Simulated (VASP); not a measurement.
Input of a VASP 6.6.1 run:

Contents of INCAR:

```
PREC = Accurate ; ENCUT = 600
EDIFF = 1E-6 ; ISMEAR = 0
SIGMA = 0.1 ; LREAL = F
LASPH = T ; NELM = 60
ALGO = Normal ; ISIF = 3
LWAVE = F ; LCHARG = F
GGA = PE ; IBRION = 2
NSW = 90 ; EDIFFG = -0.04
```

KPOINTS

```
regular mesh
0
Gamma
  4 4 4
```

File POSCAR:

```
La2LuN3
1.0
    4.4903473000      0.0000000000      0.0000000000
    0.0000000000      4.4903473000      0.0000000000
    0.0000000000      0.0000000000      5.9718632500
La Lu N
2 1 3
Direct
    0.5000000000      0.5000000000      0.2882192900
    0.5000000000      0.5000000000      0.7117807100
    0.0000000000      0.0000000000      0.0000000000
    0.0000000000      0.0000000000      0.7210379700
    0.0000000000      0.0000000000      0.2789620300
    0.5000000000      0.5000000000      0.0000000000
```

Potentials or basis: VASP PAW PBE potentials, release 64 (La, Lu, N).

Run with:

```console
$ cat potpaw_PBE.64/La/POTCAR potpaw_PBE.64/Lu/POTCAR potpaw_PBE.64/N/POTCAR > POTCAR
$ mpirun -np 1 vasp_std > vasp.out
```

**Question.** Predict the relaxed volume.

**Answer.** 18.25 Å³/atom.

**Question.** Predict the relaxed cell.

**Answer.** a = 3.557 Å, b = 3.557 Å, c = 8.653 Å, α = 90.00°, β = 90.00°, γ = 90.00°.

**Question.** What does it give for the band gap on the k mesh?

**Answer.** Zero (bands 31 and 32 overlap by 0.08 eV).

**Question.** Estimate the space group after relaxing (to 0.1 Å).

**Answer.** P4/mmm (No. 123).

Final structure:
```xyz
6
Lattice="3.5571 0.0000 0.0000 0.0000 3.5571 0.0000 0.0000 0.0000 8.6529" Properties=species:S:1:pos:R:3 pbc="T T T"
La    1.7785    1.7785    2.4524
La    1.7785    1.7785    6.2004
Lu    0.0000    0.0000    0.0000
N     0.0000    0.0000    6.4073
N     0.0000    0.0000    2.2456
N     1.7785    1.7785    0.0000
```

Caveat: semilocal functionals underestimate gaps, and a narrow one can read as zero; a cell axis changed by over 15 % at a fixed basis, so the end point is rough; spin-orbit coupling is left out, which moves the levels of the heavy elements.
